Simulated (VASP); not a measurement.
# Au (Fm-3m) in VASP: a series of runs, part 2 of 3

VASP 6.6.1. Earlier steps stand in the parts before.

### 3 Single point, LDA

File INCAR:

```
SYSTEM = Au
PREC = Accurate ; ENCUT = 520
EDIFF = 1E-6 ; ISMEAR = 0
SIGMA = 0.2 ; LREAL = .FALSE.
LASPH = .TRUE. ; NELM = 80
ALGO = Normal ; ISIF = 2
LWAVE = .FALSE. ; LCHARG = .FALSE.
GGA = CA ; NBANDS = 12
```

File KPOINTS:

```
Automatic mesh
0
G
  13 13 13
  0 0 0
```

File POSCAR:

```
Au
1.0
    0.0000000000      2.0229622709      2.0229622709
    2.0229622709      0.0000000000      2.0229622709
    2.0229622709      2.0229622709      0.0000000000
Au
1
Direct
    0.0000000000      0.0000000000      0.0000000000
```

Potentials or basis: VASP PAW LDA potentials, release 64 (Au).

Started as:

```sh
$ cat potpaw_LDA.64/Au/POTCAR > POTCAR
$ mpirun -np 1 vasp_std > vasp.out
```

OUTCAR:

```text
SYSTEM = Au
   PREC = Accurate
   ENCUT = 520
   EDIFF = 1E-6
   ISMEAR = 0
   LREAL = .FALSE.
   LASPH = .TRUE.
   NELM = 80
   ISIF = 2
   GGA = CA

 ion  position               nearest neighbor table
   1  0.000  0.000  0.000-

  LATTYP: Found a face centered cubic cell.
 ALAT       =     4.0459245418

  Lattice vectors:

 A1 = (   0.0000000000,   2.0229622709,   2.0229622709)
 A2 = (   2.0229622709,   0.0000000000,   2.0229622709)
 A3 = (   2.0229622709,   2.0229622709,   0.0000000000)

Analysis of symmetry for initial positions (statically):
=====================================================================
 Subroutine PRICEL returns:
 Original cell was already a primitive cell.

 Routine SETGRP: Setting up the symmetry group for a
 face centered cubic supercell.

 Subroutine GETGRP returns: Found 48 space group operations
 (whereof 48 operations were pure point group operations)
 out of a pool of 48 trial point group operations.

The static configuration has the point symmetry O_h .

Analysis of symmetry for dynamics (positions and initial velocities):
=====================================================================
 Subroutine PRICEL returns:
 Original cell was already a primitive cell.

 Routine SETGRP: Setting up the symmetry group for a
 face centered cubic supercell.

 Subroutine GETGRP returns: Found 48 space group operations
 (whereof 48 operations were pure point group operations)
 out of a pool of 48 trial point group operations.

The dynamic configuration has the point symmetry O_h .

 Subroutine INISYM returns: Found 48 space group operations
 (whereof 48 operations are pure point group operations),
 and found     1 'primitive' translations

----------------------------------------------------------------------------------------

                                     Primitive cell

  volume of cell :      16.5574

  direct lattice vectors                    reciprocal lattice vectors
     0.000000000  2.022962271  2.022962271    -0.247162296  0.247162296  0.247162296
     2.022962271  0.000000000  2.022962271     0.247162296 -0.247162296  0.247162296
     2.022962271  2.022962271  0.000000000     0.247162296  0.247162296 -0.247162296

  length of vectors
     2.860900680  2.860900680  2.860900680     0.428097655  0.428097655  0.428097655

  position of ions in fractional coordinates (direct lattice)
     0.000000000  0.000000000  0.000000000

  ion indices of the primitive-cell ions
   primitive index   ion index
                 1           1

----------------------------------------------------------------------------------------

 KPOINTS: Automatic mesh

Automatic generation of k-mesh.
 Grid dimensions read from file:
 generate k-points for:   13   13   13

 Generating k-lattice:

  Cartesian coordinates                     Fractional coordinates (reciprocal lattice)
    -0.019012484  0.019012484  0.019012484     0.076923077  0.000000000  0.000000000
     0.019012484 -0.019012484  0.019012484     0.000000000  0.076923077  0.000000000
     0.019012484  0.019012484 -0.019012484     0.000000000  0.000000000  0.076923077

  Length of vectors
     0.032930589  0.032930589  0.032930589

  Shift w.r.t. Gamma in fractional coordinates (k-lattice)
     0.000000000  0.000000000  0.000000000

 Subroutine IBZKPT returns following result:
 ===========================================

 Found     84 irreducible k-points:

 Following reciprocal coordinates:
            Coordinates               Weight
  0.000000  0.000000  0.000000      1.000000
  0.076923  0.000000  0.000000      8.000000
  0.153846  0.000000  0.000000      8.000000
  0.230769  0.000000  0.000000      8.000000
  0.307692  0.000000  0.000000      8.000000
  0.384615  0.000000  0.000000      8.000000
[... 16 lines left out ...]
  0.384615  0.153846  0.000000     24.000000
  0.461538  0.153846  0.000000     24.000000
 [... further k-points ...]
   k-points           NKPTS =     84   k-points in BZ     NKDIM =     84   number of bands    NBANDS=     12
   number of dos      NEDOS =    301   number of ions     NIONS =      1
   total plane-waves  NPLWV =  13824
   dimension x,y,z NGX =    24 NGY =   24 NGZ =   24
   dimension x,y,z NGXF=    48 NGYF=   48 NGZF=   48
   ions per type =               1
   NGX,Y,Z   is equivalent  to a cutoff of  13.95, 13.95, 13.95 a.u.
   NGXF,Y,Z  is equivalent  to a cutoff of  27.89, 27.89, 27.89 a.u.
 SYSTEM =  Au
   PREC   = accura    normal or accurate (medium, high low for compatibility)
   ISTART =      0    job   : 0-new  1-cont  2-samecut
   ICHARG =      2    charge: 1-file 2-atom 10-const
   ISPIN  =      1    spin polarized calculation?
   LNONCOLLINEAR =      F non collinear calculations
   LSORBIT =      F    spin-orbit coupling
   LASPH  =      T    aspherical Exc in radial PAW
   ENCUT  =  520.0 eV  38.22 Ry    6.18 a.u.   5.32  5.32  5.32*2*pi/ulx,y,z
   NELM   =     80;   NELMIN=  2; NELMDL= -5     # of ELM steps
   EDIFF  = 0.1E-05   stopping-criterion for ELM
   LREAL  =      F    real-space projection
   EDIFFG = 0.1E-04   stopping-criterion for IOM
   NSW    =      0    number of steps for IOM
   IBRION =     -1    ionic relax: 0-MD 1-quasi-New 2-CG
   NFREE  =      0    steps in history (QN), initial steepest desc. (CG)
   ISIF   =      2    stress and relaxation
   ISYM   =      2    0-nonsym 1-usesym 2-fastsym
   POTIM  = 0.5000    time-step for ionic-motion
   TEBEG  =    0.0;   TEEND  =   0.0 temperature during run
   PSTRESS=    0.0 pullay stress
   NELECT =      11.0000    total number of electrons
   NUPDOWN=      -1.0000    fix difference up-down
   EMIN   =  10.00;   EMAX   =-10.00  energy-range for DOS
   EFERMI =   0.00;   METHOD = LEGACY
   ISMEAR =     0;   SIGMA  =   0.20  broadening in eV -4-tet -1-fermi 0-gaus
   EFERMI_NEDOS =   21; number of points for ismear=-14 and -15
   IALGO  =     38    algorithm
   IMIX   =      4    mixing-type and parameters
     AMIX     =   0.40;   BMIX     =  1.00
     AMIX_MAG =   1.60;   BMIX_MAG =  1.00
  volume/ion in A,a.u.               =      16.56       111.74
  Fermi-wavevector in a.u.,A,eV,Ry     =   1.428481  2.699439 27.763495  2.040559
  Thomas-Fermi vector in A             =   2.548539
   LORBIT       =      0    0 simple, 1 ext, 2 COOP (PROOUT), +10 PAW based schemes
   GGA     = CA    functional components
   LHFCALC =     F    Hartree Fock is set to
   AEXX    =    0.0000 exact exchange contribution
   IVDW    =     0    specifies the selected vdW correction
   LEPSILON=     F    determine dielectric tensor
   LRPA    =     F    only Hartree local field effects (RPA)
 non-spin polarized calculation
 Gauss-broadening in eV      SIGMA  =   0.20
  energy-cutoff  :      520.00
  volume of cell :       16.56
 maximum number of plane-waves:       459
 NGX is ok and might be reduce to    24
   NGX = 11   NGY = 11   NGZ = 11

 number of electron      10.9999999 magnetization

 Free energy of the ion-electron system (eV)
  ---------------------------------------------------
  ext. energy  EPLUGINS =         0.00000000
  ---------------------------------------------------
  free energy    TOTEN  =        -4.45117884 eV

  energy without entropy =       -4.44681199  energy(sigma->0) =       -4.44899541

 E-fermi :   9.8532     XC(G=0): -13.1515

 val. band max:        9.8361755129   @ k =   0.4615   0.3077   0.0000
 cond. band min:      10.1049001977   @ k =  -0.3077   0.2308   0.0000
 fundamental gap:      0.2687246848
 Fermi energy:         9.8531907066

 k-point     1 :       0.0000    0.0000    0.0000
  band No.  band energies     occupation
      1      -0.4429      2.00000
      2       4.9063      2.00000
      3       4.9063      2.00000
      4       4.9063      2.00000
      5       6.5238      2.00000
      6       6.5238      2.00000
      7      24.2237      0.00000
      8      28.3438      0.00000
      9      28.3438      0.00000
     10      28.3438      0.00000
     11      33.4682      0.00000
     12      38.3718      0.00000
[... 331 lines left out ...]
 k-point    24 :       0.4615    0.1538    0.0000
  band No.  band energies     occupation
      1       2.7013      2.00000
      2       4.5735      2.00000
      3       5.4003      2.00000
      4       5.4474      2.00000
      5       7.8318      2.00000
      6       9.4429      1.99629
      7      15.1213      0.00000
      8      24.0777      0.00000
      9      25.2573      0.00000
     10      26.1491      0.00000
     11      34.9384      0.00000
     12      36.0038      0.00000

 [... further k-points ...]
[... 5 lines left out ...]
  --------------------------------------------------------------------------------------
  -------------------------------------------------------------------------------------
  Total        0.0481315      0.0481315      0.0481315      0.0000000      0.0000000      0.0000000
  in kB        4.6574359      4.6574359      4.6574359      0.0000000      0.0000000      0.0000000
  external PRESSURE =       4.6574359 kB  Pullay stress =       0.0000000 kB

 VOLUME and BASIS-vectors are now :
 -----------------------------------------------------------------------------
  energy-cutoff  :      520.00
  volume of cell :       16.56
      direct lattice vectors                 reciprocal lattice vectors
     0.000000000  2.022962271  2.022962271    -0.247162296  0.247162296  0.247162296
     2.022962271  0.000000000  2.022962271     0.247162296 -0.247162296  0.247162296
     2.022962271  2.022962271  0.000000000     0.247162296  0.247162296 -0.247162296

 POSITION                                       TOTAL-FORCE (eV/Angst)
 -----------------------------------------------------------------------------------
      0.00000      0.00000      0.00000         0.000000      0.000000     -0.000000
 -----------------------------------------------------------------------------------
    total drift:                               -0.000000      0.000000     -0.000000

  FREE ENERGIE OF THE ION-ELECTRON SYSTEM (eV)
  ---------------------------------------------------
  free  energy   TOTEN  =        -4.4511788389 eV

  energy  without entropy=       -4.4468119869  energy(sigma->0) =       -4.44899541
```

stdout:

```text
POSCAR found type information on POSCAR Au
 POSCAR found :  1 types and       1 ions
 scaLAPACK will be used
 LDA part: xc-table for (Slater(with rela. corr.)+CA(PZ))
 , standard interpolation
 POSCAR, INCAR and KPOINTS ok, starting setup
 FFT: planning ... GRIDC
 FFT: planning ... GRID_SOFT
 FFT: planning ... GRID
 WAVECAR not read
 entering main loop
```

Wall time 6 s (1 thread of Intel Xeon Platinum 8488C (Sapphire Rapids), shared host); peak memory 0.14 GiB.

What came out:

| Property | Result |
| --- | --- |
| Free energy | -4.4512 eV |
| Pressure | 0.5 GPa |

Levels at points of the mesh, in eV from the Fermi level:
```tsv
k point	band 3	band 4	band 5	band 6	band 7	band 8	band 9	band 10
(0.00, 0.00, 0.00)	-4.95	-4.95	-3.33	-3.33	14.37	18.49	18.49	18.49
```

Caveat: spin-orbit coupling is left out, which moves the levels of the heavy elements.

(Part 2 of 3 ends here.)
